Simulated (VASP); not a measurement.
# LiH (Pm-3m) in VASP: notebook

The runs below take LiH through G0W0 quasiparticle levels, with PBE.

All numbers are computed with VASP 6.6.1; they aren't measurements. Logs are shortened: lines on timing, memory, paths and dates and some standing lists are left out, and cuts for length are marked.

**1. The cell of the first run**

It takes space group Pm-3m (No. 221, cubic). The conventional cell has a = 2.502 Å, b = 2.502 Å, c = 2.502 Å, α = 90.00°, β = 90.00°, γ = 90.00°. Within 2.9 Å of Li (site symmetry m-3m) lie 8 H at 2.17 Å and 6 Li at 2.50 Å. Within 2.9 Å of H (site symmetry m-3m) lie 8 Li at 2.17 Å and 6 H at 2.50 Å.

**2. G0W0 quasiparticle levels, PBE**

Contents of POSCAR:

```
LiH
1.0
    2.5016587116      0.0000000000      0.0000000000
    0.0000000000      2.5016587116      0.0000000000
    0.0000000000      0.0000000000      2.5016587116
Li H
1 1
Direct
    0.0000000000      0.0000000000      0.0000000000
    0.5000000000      0.5000000000      0.5000000000
```

Contents of INCAR.step1:

```
  PREC = Accurate
  ENCUT = 500
  EDIFF = 1E-8
  ISMEAR = 0
  SIGMA = 0.01
  LREAL = False
  LASPH = True
  NELM = 60
  ALGO = Normal
  LWAVE = True
  LCHARG = False
  GGA = PE
```

Contents of INCAR.step2:

```
  PREC = Accurate
  ENCUT = 500
  EDIFF = 1E-8
  ISMEAR = 0
  SIGMA = 0.01
  LREAL = False
  LASPH = True
  NELM = 1
  ALGO = Exact
  LWAVE = True
  LCHARG = False
  GGA = PE
  NBANDS = 31
  LOPTICS = True
  ISTART = 1
```

Contents of INCAR.step3:

```
  PREC = Accurate
  ENCUT = 500
  EDIFF = 1E-8
  ISMEAR = 0
  SIGMA = 0.01
  LREAL = False
  LASPH = True
  ALGO = EVGW0
  LWAVE = False
  LCHARG = False
  GGA = PE
  NELMGW = 1
  NBANDS = 31
  ENCUTGW = 80.0
  NOMEGA = 96
  PRECFOCK = Fast
  ISTART = 1
  NBANDSGW = 9
  OMEGAMAX = 20
```

Contents of KPOINTS:

```
regular mesh
0
Gamma
  6 6 6
```

Potentials or basis: VASP PAW PBE potentials, release 64 (Li_GW, H_GW).

Run with:

```bash
> cat potpaw_PBE.64/Li_GW/POTCAR potpaw_PBE.64/H_GW/POTCAR > POTCAR
> cp INCAR.step1 INCAR
> mpirun -np 1 vasp_std > vasp.out
> cp INCAR.step2 INCAR
> mpirun -np 1 vasp_std > vasp.out
> cp INCAR.step3 INCAR
> mpirun -np 1 vasp_std > vasp.out
```

OUTCAR:

```text
PREC = Accurate
   ENCUT = 500
   EDIFF = 1E-8
   ISMEAR = 0
   LREAL = False
   LASPH = True
   GGA = PE
   NELMGW = 1
   ENCUTGW = 80.0
   PRECFOCK = Fast
   ISTART = 1

 ion  position               nearest neighbor table
   1  0.000  0.000  0.000-   2 2.17   2 2.17   2 2.17   2 2.17   2 2.17   2 2.17   2 2.17   2 2.17

   2  0.500  0.500  0.500-   1 2.17   1 2.17   1 2.17   1 2.17   1 2.17   1 2.17   1 2.17   1 2.17

  LATTYP: Found a simple cubic cell.
 ALAT       =     2.5016587116

  Lattice vectors:

 A1 = (   2.5016587116,   0.0000000000,   0.0000000000)
 A2 = (   0.0000000000,   2.5016587116,   0.0000000000)
 A3 = (   0.0000000000,   0.0000000000,   2.5016587116)

Analysis of symmetry for initial positions (statically):
=====================================================================
 Subroutine PRICEL returns:
 Original cell was already a primitive cell.

 Routine SETGRP: Setting up the symmetry group for a
 simple cubic supercell.

 Subroutine GETGRP returns: Found 48 space group operations
 (whereof 48 operations were pure point group operations)
 out of a pool of 48 trial point group operations.

The static configuration has the point symmetry O_h .

Analysis of symmetry for dynamics (positions and initial velocities):
=====================================================================
 Subroutine PRICEL returns:
 Original cell was already a primitive cell.

 Routine SETGRP: Setting up the symmetry group for a
 simple cubic supercell.

 Subroutine GETGRP returns: Found 48 space group operations
 (whereof 48 operations were pure point group operations)
 out of a pool of 48 trial point group operations.

The dynamic configuration has the point symmetry O_h .

 Subroutine INISYM returns: Found 48 space group operations
 (whereof 48 operations are pure point group operations),
 and found     1 'primitive' translations

----------------------------------------------------------------------------------------

                                     Primitive cell

  volume of cell :      15.6561

  direct lattice vectors                    reciprocal lattice vectors
     2.501658712  0.000000000  0.000000000     0.399734782  0.000000000  0.000000000
     0.000000000  2.501658712  0.000000000     0.000000000  0.399734782  0.000000000
     0.000000000  0.000000000  2.501658712     0.000000000  0.000000000  0.399734782

  length of vectors
     2.501658712  2.501658712  2.501658712     0.399734782  0.399734782  0.399734782

  position of ions in fractional coordinates (direct lattice)
     0.000000000  0.000000000  0.000000000
     0.500000000  0.500000000  0.500000000

  ion indices of the primitive-cell ions
   primitive index   ion index
                 1           1
                 2           2

----------------------------------------------------------------------------------------

 KPOINTS: regular mesh

Automatic generation of k-mesh.
 Grid dimensions read from file:
 generate k-points for:    6    6    6

 Generating k-lattice:

  Cartesian coordinates                     Fractional coordinates (reciprocal lattice)
     0.066622464  0.000000000  0.000000000     0.166666667  0.000000000  0.000000000
     0.000000000  0.066622464  0.000000000     0.000000000  0.166666667  0.000000000
     0.000000000  0.000000000  0.066622464     0.000000000  0.000000000  0.166666667

  Length of vectors
     0.066622464  0.066622464  0.066622464

  Shift w.r.t. Gamma in fractional coordinates (k-lattice)
     0.000000000  0.000000000  0.000000000

 Subroutine IBZKPT returns following result:
 ===========================================

 Found     20 irreducible k-points:

 Following reciprocal coordinates:
            Coordinates               Weight
  0.000000  0.000000  0.000000      1.000000
  0.166667  0.000000  0.000000      6.000000
  0.333333  0.000000  0.000000      6.000000
  0.500000  0.000000  0.000000      3.000000
  0.166667  0.166667  0.000000     12.000000
  0.333333  0.166667  0.000000     24.000000
[... 12 lines left out ...]
  0.500000  0.500000  0.333333      6.000000
  0.500000  0.500000  0.500000      1.000000
   k-points           NKPTS =     20   k-points in BZ     NKDIM =    216   number of bands    NBANDS=     31
   number of dos      NEDOS =    301   number of ions     NIONS =      2
   total plane-waves  NPLWV =   5832
   dimension x,y,z NGX =    18 NGY =   18 NGZ =   18
   dimension x,y,z NGXF=    36 NGYF=   36 NGZF=   36
   ions per type =               1   1
   NGX,Y,Z   is equivalent  to a cutoff of  11.96, 11.96, 11.96 a.u.
   NGXF,Y,Z  is equivalent  to a cutoff of  23.92, 23.92, 23.92 a.u.
 SYSTEM =  unknown system
   PREC   = accura    normal or accurate (medium, high low for compatibility)
   ISTART =      1    job   : 0-new  1-cont  2-samecut
   ICHARG =      0    charge: 1-file 2-atom 10-const
   ISPIN  =      1    spin polarized calculation?
   LNONCOLLINEAR =      F non collinear calculations
   LSORBIT =      F    spin-orbit coupling
   LASPH  =      T    aspherical Exc in radial PAW
   ENCUT  =  500.0 eV  36.75 Ry    6.06 a.u.   4.56  4.56  4.56*2*pi/ulx,y,z
   NELM   =     60;   NELMIN=  2; NELMDL=  0     # of ELM steps
   EDIFF  = 0.1E-07   stopping-criterion for ELM
   LREAL  =      F    real-space projection
   EDIFFG = 0.1E-06   stopping-criterion for IOM
   NSW    =      0    number of steps for IOM
   IBRION =     -1    ionic relax: 0-MD 1-quasi-New 2-CG
   NFREE  =      0    steps in history (QN), initial steepest desc. (CG)
   ISIF   =      0    stress and relaxation
   ISYM   =      3    0-nonsym 1-usesym 2-fastsym
   POTIM  = 0.5000    time-step for ionic-motion
   TEBEG  =    0.0;   TEEND  =   0.0 temperature during run
   PSTRESS=    0.0 pullay stress
   NELECT =       2.0000    total number of electrons
   NUPDOWN=      -1.0000    fix difference up-down
   EMIN   =  10.00;   EMAX   =-10.00  energy-range for DOS
   EFERMI =   0.00;   METHOD = LEGACY
   ISMEAR =     0;   SIGMA  =   0.01  broadening in eV -4-tet -1-fermi 0-gaus
   EFERMI_NEDOS =   21; number of points for ismear=-14 and -15
   IALGO  =     38    algorithm
   IMIX   =      4    mixing-type and parameters
     AMIX     =   0.40;   BMIX     =  1.00
     AMIX_MAG =   1.60;   BMIX_MAG =  1.00
  volume/ion in A,a.u.               =       7.83        52.83
  Fermi-wavevector in a.u.,A,eV,Ry     =   0.824499  1.558077  9.249220  0.679799
  Thomas-Fermi vector in A             =   1.936194
   LORBIT       =      0    0 simple, 1 ext, 2 COOP (PROOUT), +10 PAW based schemes
   GGA     = PE    functional components
   LHFCALC =     T    Hartree Fock is set to
   PRECFOCK=fast      Normal, Fast or Accurate (Low or Medium for compatibility)
   ENCUT4O =  -1.0   cutoff for four orbital integrals eV
   NKREDX  =     1    reduce k-point grid by
   NKREDY  =     1    reduce k-point grid by
   NKREDZ  =     1    reduce k-point grid by
   AEXX    =    1.0000 exact exchange contribution
   HFSCREEN=    0.0000 screening length (either q_TF or 0.3 A-1)
   HFSCREENC=   0.0000 screening length for correlation (either q_TF or 0.3 A-1)
   ENCUTFOCK=  -1.0 apply spherical cutoff to Coloumb kernel
   IVDW    =     0    specifies the selected vdW correction
   LEPSILON=     F    determine dielectric tensor
   LRPA    =     F    only Hartree local field effects (RPA)
   LRPAFORCE           =     F    calculate RPA forces
   ENCUTGW             =  80.0    cutoff for response function in eV
   ENCUTGWSOFT         =  64.0    soft cutoff for Coulomb kernel in GW response function in eV
   ENCUTLF             =  -1.0    cutoff for local field effects
   NELMGW              =     1    number of iterations in solving QP/BSE equation
   NELMHF              =     1    number of iterations in the inner HF iteration
   NKREDLFX            =     1    NKREDLFY  =   1   NKREDLFZ  =   1
 non-spin polarized calculation
 Gauss-broadening in eV      SIGMA  =   0.01
  energy-cutoff  :      500.00
  volume of cell :       15.66
 maximum number of plane-waves:       432
  NGX = 12; NGY = 12; NGZ = 12
   NGX =  9   NGY =  9   NGZ =  9
 maximum number of plane-waves:        32
 NGX is ok and might be reduce to    10

 QP shifts <psi_nk| G(iteration)W_0 |psi_nk>: iteration 1
 for sc-GW calculations column KS-energies equals QP-energies in previous step
 and V_xc(KS)=  KS-energies - (<T + V_ion + V_H > + <T+V_H+V_ion>^1  + <V_x>^1)

 k-point   1 :       0.0000    0.0000    0.0000
  band No.  KS-energies  QP-energies   sigma(KS)   V_xc(KS)     V^pw_x(r,r')   Z            occupation Imag(sigma)

      1      -8.1330      -9.2611     -11.1064      -9.4107     -15.2458       0.6653       2.0000       0.3228
      2      12.7095      13.4996      -6.7520      -7.8209      -1.5592       0.7391       0.0000      -0.5277
      3      12.7095      13.4996      -6.7520      -7.8209      -1.5592       0.7391       0.0000      -0.5277
      4      12.7095      13.4996      -6.7520      -7.8209      -1.5592       0.7391       0.0000      -0.5277
      5      13.2834      13.9643      -9.9176     -10.9063      -3.8260       0.6886       0.0000      -0.8440
      6      15.8463      16.0713      -7.0499      -7.3095      -1.2859       0.8667       0.0000      -1.6929
      7      15.8463      16.0713      -7.0499      -7.3095      -1.2859       0.8667       0.0000      -1.6929
      8      32.4343      34.6500      -6.6036      -9.3330      -1.3392       0.8118       0.0000      -1.9169
      9      32.4343      34.6500      -6.6036      -9.3330      -1.3392       0.8118       0.0000      -1.9169

 k-point   2 :       0.1667    0.0000    0.0000
  band No.  KS-energies  QP-energies   sigma(KS)   V_xc(KS)     V^pw_x(r,r')   Z            occupation Imag(sigma)

      1      -7.7160      -8.8427     -11.1346      -9.4505     -15.0531       0.6691       2.0000       0.2809
      2       7.7677       8.3575      -7.1508      -7.9531      -2.3417       0.7352       0.0000      -0.2227
      3      13.2017      13.8951      -9.3565     -10.3662      -3.4136       0.6866       0.0000      -0.7841
      4      13.3298      14.1112      -6.7600      -7.8106      -1.4941       0.7438       0.0000      -0.6062
      5      13.3298      14.1112      -6.7600      -7.8106      -1.4941       0.7438       0.0000      -0.6062
      6      16.5176      16.7757      -6.9741      -7.3028      -1.2499       0.7853       0.0000      -1.6925
      7      21.8115      22.7163      -6.5328      -7.6008      -1.0327       0.8473       0.0000      -1.8974
      8      28.8928      30.9366      -6.3487      -8.6556      -1.2955       0.8859       0.0000      -2.1239
      9      28.8928      30.9366      -6.3487      -8.6556      -1.2955       0.8859       0.0000      -2.1239
[... 222 lines left out ...]
 k-point  20 :       0.5000    0.5000    0.5000
  band No.  KS-energies  QP-energies   sigma(KS)   V_xc(KS)     V^pw_x(r,r')   Z            occupation Imag(sigma)

      1       0.7538       0.0260     -13.2991     -12.3577     -14.6446       0.7731       2.0000       0.0373
      2       7.1468       7.8492      -6.1697      -7.1229      -1.3204       0.7369       0.0000      -0.1549
      3       7.1468       7.8492      -6.1697      -7.1229      -1.3204       0.7369       0.0000      -0.1549
      4       7.1468       7.8492      -6.1697      -7.1229      -1.3204       0.7369       0.0000      -0.1549
      5       9.4942      10.0102      -7.5633      -8.2399      -3.0159       0.7625       0.0000      -0.3051
      6       9.4942      10.0102      -7.5633      -8.2399      -3.0159       0.7625       0.0000      -0.3051
      7       9.4942      10.0102      -7.5633      -8.2399      -3.0159       0.7625       0.0000      -0.3051
      8      22.2975      23.1435      -6.3820      -7.4134      -0.6622       0.8202       0.0000      -1.6016
      9      45.7332      49.3967      -6.7104     -10.8595      -1.9186       0.8830       0.0000      -3.8654
```

It took 26 s on 1 thread of Intel Xeon 6975P-C (Granite Rapids), shared host; peak memory 0.2 GiB.

What came out:

* Quasiparticle gap: 1.92 eV
* Least direct quasiparticle gap: 5.92 eV
* Band gap of the starting levels on the mesh: 0.67 eV
* Least direct gap of the starting levels on the mesh: 4.21 eV

Caveat: the k points lie up to 0.42 Å⁻¹ apart; bands, screening cutoff and mesh are small and nothing is extrapolated, so the quasiparticle values aren't converged; the structure was generated, so it needn't be the stable form of LiH.

(Continued in part 2 of 2.)
